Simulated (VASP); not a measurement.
# C in VASP: single point with PBE+D3(BJ)

Aim: the single point of C with PBE+D3(BJ).

Everything below comes from runs of VASP 6.6.1. Logs are shortened: lines on timing, memory, paths and dates and some standing lists are left out, and cuts for length are marked.

## 1. The cell of the first run

The cell holds a slab with vacuum, 2 atoms: a = 2.456 Å, b = 2.456 Å, c = 8.524 Å, α = 90.00°, β = 90.00°, γ = 120.00°.

## 2. Single point, PBE+D3(BJ) (atom 1 (C) moved by (-0.300, +0.000) A along x and y)

Contents of INCAR:

```
SYSTEM = C
ALGO = Normal
EDIFF = 1E-6
ENCUT = 520
GGA = PE
ISIF = 2
ISMEAR = 0
IVDW = 12
LASPH = .TRUE.
LCHARG = .FALSE.
LREAL = .FALSE.
LWAVE = .FALSE.
NBANDS = 11
NELM = 80
PREC = Accurate
SIGMA = 0.15
```

Contents of KPOINTS:

```
k-points
0
G
  30 30 8
  0 0 0
```

Contents of POSCAR:

```
C
1.0
    2.4561701622      0.0000000000      0.0000000000
   -1.2280850811      2.1271057565      0.0000000000
    0.0000000000      0.0000000000      8.5238033600
C
2
Direct
    0.2111919587      0.6666666667      0.0000000000
    0.6666666667      0.3333333333      0.0000000000
```

Potentials or basis: VASP PAW PBE potentials, release 64 (C).

Started as:

```console
$ cat potpaw_PBE.64/C/POTCAR > POTCAR
$ mpirun -np 1 vasp_std > vasp.out
```

OUTCAR:

```text
SYSTEM = C
   EDIFF = 1E-6
   ENCUT = 520
   GGA = PE
   ISIF = 2
   ISMEAR = 0
   IVDW = 12
   LASPH = .TRUE.
   LREAL = .FALSE.
   NELM = 80
   PREC = Accurate
 IVDW          = 12

 ion  position               nearest neighbor table
   1  0.211  0.667  0.000-   2 1.17   2 1.45   2 1.68
   2  0.667  0.333  0.000-   1 1.17   1 1.45   1 1.68

  LATTYP: Found a hexagonal cell.
 ALAT       =     2.4561701622
 C/A-ratio  =     3.4703635323

  Lattice vectors:

 A1 = (   2.4561701622,   0.0000000000,   0.0000000000)
 A2 = (  -1.2280850811,   2.1271057565,   0.0000000000)
 A3 = (   0.0000000000,   0.0000000000,   8.5238033600)

Analysis of symmetry for initial positions (statically):
=====================================================================
 Subroutine PRICEL returns:
 Original cell was already a primitive cell.

 Routine SETGRP: Setting up the symmetry group for a
 hexagonal supercell.

 Subroutine GETGRP returns: Found  4 space group operations
 (whereof  2 operations were pure point group operations)
 out of a pool of 24 trial point group operations.

The static configuration has the point symmetry C_1h.
 The point group associated with its full space group is C_2h.

Analysis of symmetry for dynamics (positions and initial velocities):
=====================================================================
 Subroutine PRICEL returns:
 Original cell was already a primitive cell.

 Routine SETGRP: Setting up the symmetry group for a
 hexagonal supercell.

 Subroutine GETGRP returns: Found  4 space group operations
 (whereof  2 operations were pure point group operations)
 out of a pool of 24 trial point group operations.

The dynamic configuration has the point symmetry C_1h.
 The point group associated with its full space group is C_2h.

 Subroutine INISYM returns: Found  4 space group operations
 (whereof  2 operations are pure point group operations),
 and found     1 'primitive' translations

----------------------------------------------------------------------------------------

                                     Primitive cell

  volume of cell :      44.5329

  direct lattice vectors                    reciprocal lattice vectors
     2.456170162  0.000000000  0.000000000     0.407137916  0.235061185  0.000000000
    -1.228085081  2.127105756  0.000000000     0.000000000  0.470122370  0.000000000
     0.000000000  0.000000000  8.523803360     0.000000000  0.000000000  0.117318521

  length of vectors
     2.456170162  2.456170162  8.523803360     0.470122370  0.470122370  0.117318521

  position of ions in fractional coordinates (direct lattice)
     0.211191959  0.666666667  0.000000000
     0.666666667  0.333333333  0.000000000

  ion indices of the primitive-cell ions
   primitive index   ion index
                 1           1
                 2           2

----------------------------------------------------------------------------------------

 KPOINTS: k-points

Automatic generation of k-mesh.
 Grid dimensions read from file:
 generate k-points for:   30   30    8

 Generating k-lattice:

  Cartesian coordinates                     Fractional coordinates (reciprocal lattice)
     0.013571264  0.007835373  0.000000000     0.033333333  0.000000000  0.000000000
     0.000000000  0.015670746  0.000000000     0.000000000  0.033333333  0.000000000
     0.000000000  0.000000000  0.014664815     0.000000000  0.000000000  0.125000000

  Length of vectors
     0.015670746  0.015670746  0.014664815

  Shift w.r.t. Gamma in fractional coordinates (k-lattice)
     0.000000000  0.000000000  0.000000000

 Subroutine IBZKPT returns following result:
 ===========================================

 Found   2260 irreducible k-points:

 Following reciprocal coordinates:
            Coordinates               Weight
  0.000000  0.000000  0.000000      1.000000
  0.033333 -0.000000  0.000000      2.000000
  0.000000  0.033333  0.000000      2.000000
 -0.033333  0.033333  0.000000      2.000000
  0.066667  0.000000  0.000000      2.000000
  0.000000  0.066667  0.000000      2.000000
[... 16 lines left out ...]
  0.266667  0.000000  0.000000      2.000000
  0.000000  0.266667  0.000000      2.000000
 [... further k-points ...]
   k-points           NKPTS =   2260   k-points in BZ     NKDIM =   2260   number of bands    NBANDS=     11
   number of dos      NEDOS =    301   number of ions     NIONS =      2
   total plane-waves  NPLWV =  20736
   dimension x,y,z NGX =    18 NGY =   18 NGZ =   64
   dimension x,y,z NGXF=    36 NGYF=   36 NGZF=  128
   ions per type =               2
   NGX,Y,Z   is equivalent  to a cutoff of  12.18, 12.18, 12.48 a.u.
   NGXF,Y,Z  is equivalent  to a cutoff of  24.37, 24.37, 24.96 a.u.
 SYSTEM =  C
   PREC   = accura    normal or accurate (medium, high low for compatibility)
   ISTART =      0    job   : 0-new  1-cont  2-samecut
   ICHARG =      2    charge: 1-file 2-atom 10-const
   ISPIN  =      1    spin polarized calculation?
   LNONCOLLINEAR =      F non collinear calculations
   LSORBIT =      F    spin-orbit coupling
   LASPH  =      T    aspherical Exc in radial PAW
   ENCUT  =  520.0 eV  38.22 Ry    6.18 a.u.   4.57  4.57 15.85*2*pi/ulx,y,z
   NELM   =     80;   NELMIN=  2; NELMDL= -5     # of ELM steps
   EDIFF  = 0.1E-05   stopping-criterion for ELM
   LREAL  =      F    real-space projection
   EDIFFG = 0.1E-04   stopping-criterion for IOM
   NSW    =      0    number of steps for IOM
   IBRION =     -1    ionic relax: 0-MD 1-quasi-New 2-CG
   NFREE  =      0    steps in history (QN), initial steepest desc. (CG)
   ISIF   =      2    stress and relaxation
   ISYM   =      2    0-nonsym 1-usesym 2-fastsym
   POTIM  = 0.5000    time-step for ionic-motion
   TEBEG  =    0.0;   TEEND  =   0.0 temperature during run
   PSTRESS=    0.0 pullay stress
   NELECT =       8.0000    total number of electrons
   NUPDOWN=      -1.0000    fix difference up-down
   EMIN   =  10.00;   EMAX   =-10.00  energy-range for DOS
   EFERMI =   0.00;   METHOD = LEGACY
   ISMEAR =     0;   SIGMA  =   0.15  broadening in eV -4-tet -1-fermi 0-gaus
   EFERMI_NEDOS =   21; number of points for ismear=-14 and -15
   IALGO  =     38    algorithm
   IMIX   =      4    mixing-type and parameters
     AMIX     =   0.40;   BMIX     =  1.00
     AMIX_MAG =   1.60;   BMIX_MAG =  1.00
  volume/ion in A,a.u.               =      22.27       150.26
  Fermi-wavevector in a.u.,A,eV,Ry     =   0.923729  1.745594 11.609511  0.853275
  Thomas-Fermi vector in A             =   2.049397
   LORBIT       =      0    0 simple, 1 ext, 2 COOP (PROOUT), +10 PAW based schemes
   GGA     = PE    functional components
   LHFCALC =     F    Hartree Fock is set to
   AEXX    =    0.0000 exact exchange contribution
   IVDW    =    12    specifies the selected vdW correction
   LEPSILON=     F    determine dielectric tensor
   LRPA    =     F    only Hartree local field effects (RPA)
 non-spin polarized calculation
 Gauss-broadening in eV      SIGMA  =   0.15
  energy-cutoff  :      520.00
  volume of cell :       44.53
 maximum number of plane-waves:      1222
   NGX =  9   NGY =  9   NGZ = 31

 number of electron       7.9999999 magnetization

 Free energy of the ion-electron system (eV)
  ---------------------------------------------------
  ext. energy  EPLUGINS =         0.00000000
  ---------------------------------------------------
  free energy    TOTEN  =       -16.01694539 eV

  energy without entropy =      -16.01533599  energy(sigma->0) =      -16.01614069

 E-fermi :  -0.1609     XC(G=0):  -4.9623

 val. band max:       -0.1723670481   @ k =   0.3667   0.2000   0.0000
 cond. band min:      -0.1054292157   @ k =   0.4000   0.2000   0.5000
 fundamental gap:      0.0669378323
 Fermi energy:        -0.1608704158

 k-point     1 :       0.0000    0.0000    0.0000
  band No.  band energies     occupation
      1     -20.3652      2.00000
      2      -8.5605      2.00000
      3      -7.5226      2.00000
      4       1.3182      0.00000
      5       2.2453      0.00000
      6       2.2974      0.00000
      7       4.5081      0.00000
      8       6.2793      0.00000
      9      10.6138      0.00000
     10      11.6647      0.00000
     11      12.7389      0.00000

 k-point     2 :       0.0333   -0.0000    0.0000
  band No.  band energies     occupation
      1     -20.3409      2.00000
      2      -8.5278      2.00000
      3      -7.5752      2.00000
      4       0.8248      0.00000
      5       2.2988      0.00000
      6       2.7901      0.00000
      7       4.5432      0.00000
      8       6.3143      0.00000
      9      10.6204      0.00000
     10      11.5116      0.00000
     11      12.7941      0.00000

 k-point     3 :       0.0000    0.0333    0.0000
  band No.  band energies     occupation
      1     -20.3401      2.00000
      2      -8.5295      2.00000
      3      -7.5710      2.00000
      4       1.1757      0.00000
      5       2.2515      0.00000
      6       2.3512      0.00000
      7       4.5429      0.00000
      8       6.3152      0.00000
      9      10.7456      0.00000
     10      11.5543      0.00000
     11      12.7724      0.00000
[... 267 lines left out ...]
 k-point    23 :       0.2667    0.0000    0.0000
  band No.  band energies     occupation
      1     -18.8467      2.00000
      2     -10.3484      2.00000
      3      -6.4852      2.00000
      4      -3.8986      2.00000
      5       4.5497      0.00000
      6       5.6056      0.00000
      7       6.7910      0.00000
      8       6.9212      0.00000
      9       8.4917      0.00000
     10      12.5035      0.00000
     11      15.1252      0.00000

 k-point    24 :       0.0000    0.2667    0.0000
  band No.  band energies     occupation
      1     -18.7949      2.00000
      2     -10.1107      2.00000
      3      -6.6392      2.00000
      4      -3.3895      2.00000
      5       3.0918      0.00000
      6       4.5967      0.00000
      7       6.1581      0.00000
      8       7.1336      0.00000
      9       8.5270      0.00000
     10      14.2393      0.00000
     11      14.5918      0.00000

 [... further k-points ...]

------------------------ aborting loop because EDIFF is reached ----------------------------------------

 Edisp (eV)   -0.18351

 E8    (eV) :    -0.0565

  FORCE on cell =-STRESS in cart. coord.  units (eV):
  Direction    XX          YY          ZZ          XY          YZ          ZX
  --------------------------------------------------------------------------------------
  -------------------------------------------------------------------------------------
  Total       8.94428     5.95558    -0.02788     6.11086     0.00000     0.00000
  in kB     321.79194   214.26607    -1.00312   219.85283     0.00000     0.00000
  external pressure =      178.35 kB  Pullay stress =        0.00 kB

 VOLUME and BASIS-vectors are now :
 -----------------------------------------------------------------------------
  energy-cutoff  :      520.00
  volume of cell :       44.53
      direct lattice vectors                 reciprocal lattice vectors
     2.456170162  0.000000000  0.000000000     0.407137916  0.235061185  0.000000000
    -1.228085081  2.127105756  0.000000000     0.000000000  0.470122370  0.000000000
     0.000000000  0.000000000  8.523803360     0.000000000  0.000000000  0.117318521

 POSITION                                       TOTAL-FORCE (eV/Angst)
 -----------------------------------------------------------------------------------
     -0.30000      1.41807      0.00000        16.348148      7.735712      0.000000
      1.22809      0.70904      0.00000       -16.348148     -7.735712      0.000000
 -----------------------------------------------------------------------------------
    total drift:                                0.000004      0.000006      0.000000

  FREE ENERGIE OF THE ION-ELECTRON SYSTEM (eV)
  ---------------------------------------------------
  free  energy   TOTEN  =       -16.2004563876 eV

  energy  without entropy=      -16.1988469926  energy(sigma->0) =      -16.19965169
```

Wall time 21 min (1 thread of Intel Xeon 8259CL, shared host); peak memory 0.89 GiB.

Results:

```
Free energy                : -16.2005 eV
Largest force              : 18.086 eV/Å
Band gap on the k mesh     : zero (bands 4 and 5 overlap by 2.34 eV)
Dispersion energy per atom : -0.092 eV
```

Forces on the atoms (eV/Å):
```
C    16.348   7.736   0.000
C   -16.348  -7.736   0.000
```

Caveat: the cell differs from its parent crystal (atom 1 (C) moved by (-0.300, +0.000) A along x and y).
